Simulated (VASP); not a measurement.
A run of VASP 6.6.1 is set up as follows.

File INCAR:

```
  ALGO = Normal
  EDIFF = 1E-6
  EDIFFG = -0.01
  ENCUT = 600
  GGA = PE
  IBRION = 2
  ISIF = 4
  ISMEAR = 0
  IVDW = 12
  LASPH = T
  LCHARG = F
  LREAL = F
  LWAVE = F
  NELM = 60
  NSW = 50
  PREC = Accurate
  SIGMA = 0.1
```

KPOINTS

```
k-points
0
Gamma
  12 12 8
```

Contents of POSCAR:

```
TiTe2
1.0
    3.6586803161      0.0000000000      0.0000000000
   -1.8293401580      3.1685100981      0.0000000000
    0.0000000000      0.0000000000      6.3193818465
Ti Te
1 2
Direct
    0.0000000000      0.0000000000      0.0000000000
    0.6666666667      0.3333333333      0.2712099107
    0.3333333333      0.6666666667      0.7287900893
```

Potentials or basis: VASP PAW PBE potentials, release 64 (Ti_sv, Te).

The run is started by

```sh
$ cat potpaw_PBE.64/Ti_sv/POTCAR potpaw_PBE.64/Te/POTCAR > POTCAR
$ mpirun -np 1 vasp_std > vasp.out
```

Task: Predict the band gap on the k mesh.

Result: Zero (band 12 reaches 8.47 eV, above the bottom of band 13 at 7.61 eV).

Task: Predict the dispersion energy per atom.

Result: -0.539 eV.

Forces on the atoms (eV/Å):
```
Ti   0.000  0.000  0.000
Te   0.000  0.000  0.002
Te   0.000  0.000 -0.002
```

Caveat: spin-orbit coupling is left out, which moves the levels of the heavy elements.
